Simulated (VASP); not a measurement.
Set up this calculation in VASP 6.6.1, as the native input.

```
Task                   : electric field gradients
Functional             : PBE
Potentials or basis    : VASP PAW PBE potentials, release 64 (Ag)
Cutoff                 : 520 eV
k mesh                 : 12 × 12 × 12
Occupations            : fermi-dirac, width 0.05 eV
Spin                   : no spin polarisation
Dipole correction      : no
Further INCAR settings : ALGO = Normal; EDIFF = 1e-08; NBANDS = 24
```

The structure of Ag lies in POSCAR:

```
Ag
1.0
    1.4730471633      0.8504641762      7.2046500000
   -1.4730471633      0.8504641762      7.2046500000
    0.0000000000     -1.7009283525      7.2046500000
Ag
3
Direct
    0.0000000000      0.0000000000      0.0000000000
    0.7777190000      0.7777190000      0.7777190000
    0.2222810000      0.2222810000      0.2222810000
```

These files were run (other wordings do the same):

INCAR

```
ALGO = Normal
EDIFF = 1E-8
ENCUT = 520
GGA = PE
ISIF = 2
ISMEAR = -1
LASPH = True
LCHARG = False
LEFG = True
LREAL = False
LWAVE = False
NBANDS = 24
NELM = 60
PREC = Accurate
SIGMA = 0.05
```

KPOINTS

```
k-points
0
Gamma
  12 12 12
```

Potentials or basis: VASP PAW PBE potentials, release 64 (Ag).

Launch:

```bash
$ cat potpaw_PBE.64/Ag/POTCAR > POTCAR
$ mpirun -np 1 vasp_std > vasp.out
```

It gave:

| Item | Value |
| --- | --- |
| Pressure | -0.9 GPa |
| Band gap on the k mesh | zero (an odd number of electrons rules out a gap without spin polarisation) |
| Largest electric field gradient by atom | Ag +1.7, +3.0 (each value once) V/Å² |

Caveat: without QUAD_EFG the Cq values of the log hold for a quadrupole moment of 1 mb, not for the nuclei.

Run time: 28 min on 1 thread of Oxide Virtual Turin-like Processor (shared host), peak memory 0.49 GiB.
